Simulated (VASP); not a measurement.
Input of a VASP 6.6.1 run:

The input POSCAR:

```
As
1.0
    2.7036817444      0.0000000000      0.0000000000
    0.0000000000      2.7036817444      0.0000000000
    0.0000000000      0.0000000000      2.7036817444
As
1
Direct
    0.5000000000      0.5000000000      0.5000000000
```

File INCAR.step1:

```
ALGO = Normal ; EDIFF = 1E-4
ENCUT = 520 ; GGA = PE
ISMEAR = -1 ; LASPH = True
LCHARG = False ; LREAL = False
LWAVE = True ; NBANDS = 8
NELM = 60 ; PREC = Accurate
SIGMA = 0.05
```

Contents of INCAR.step2:

```
ALGO = Normal ; EDIFF = 1E-6
ENCUT = 520 ; ISIF = 2
ISMEAR = -1 ; ISTART = 1
LASPH = True ; LCHARG = False
LMIXTAU = True ; LREAL = False
LWAVE = False ; METAGGA = R2SCAN
NBANDS = 8 ; NELM = 60
PREC = Accurate ; SIGMA = 0.05
```

KPOINTS

```
k-points
0
Gamma
  10 10 10
```

Potentials or basis: VASP PAW PBE potentials, release 64 (As).

Launch:

```bash
$ cat potpaw_PBE.64/As/POTCAR > POTCAR
$ cp INCAR.step1 INCAR
$ mpirun -np 1 vasp_std > vasp.out
$ cp INCAR.step2 INCAR
$ mpirun -np 1 vasp_std > vasp.out
```

Task: What does it give for the pressure?

Result: -0.2 GPa.

Caveat: the PAW data sets were made with another functional, which shifts forces and pressure a little.
